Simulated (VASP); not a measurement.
## Sb: single point with PBEsol

The system is Sb.

```
Sb
1.0
     3.10376    0.00000    0.00000
     0.00000    3.10376    0.00000
     0.00000    0.00000    3.10376
Sb
1
Direct
  0.00000 0.00000 0.00000
```

This cell differs from its parent crystal: volume scaled by 1.02.

* Program: VASP 6.6.1
* Task: single point
* Functional: PBEsol
* Potentials or basis: VASP PAW PBE potentials, release 64 (Sb)
* Cutoff: 520 eV
* k mesh: 12 × 12 × 12
* Occupations: fermi-dirac, width 0.05 eV
* Spin: no spin polarisation

```json
{
 "Pressure": "-2.2 GPa"
}
```

Levels at points of the mesh, in eV from the Fermi level:
```
           k point  band 1  band 2  band 3  band 4  band 5  band 6  band 7
(0.00, 0.00, 0.00)  -12.47    3.17    3.17    3.17    6.86    6.86    8.04
(0.50, 0.00, 0.00)  -10.05   -5.66    5.17    5.17    8.97   10.43   11.37
(0.50, 0.50, 0.00)   -7.49   -3.61   -3.61    2.04    7.20   12.79   13.15
(0.50, 0.50, 0.50)   -4.65   -1.69   -1.69   -1.69    4.73    4.73    4.73
```

It took 7.8 s on 1 thread of Intel Xeon 6975P-C, on a shared host, peak memory 0.15 GiB.

Caveat: the PAW data sets were made with another functional, which shifts forces and pressure a little; spin-orbit coupling is left out, which moves the levels of the heavy elements.
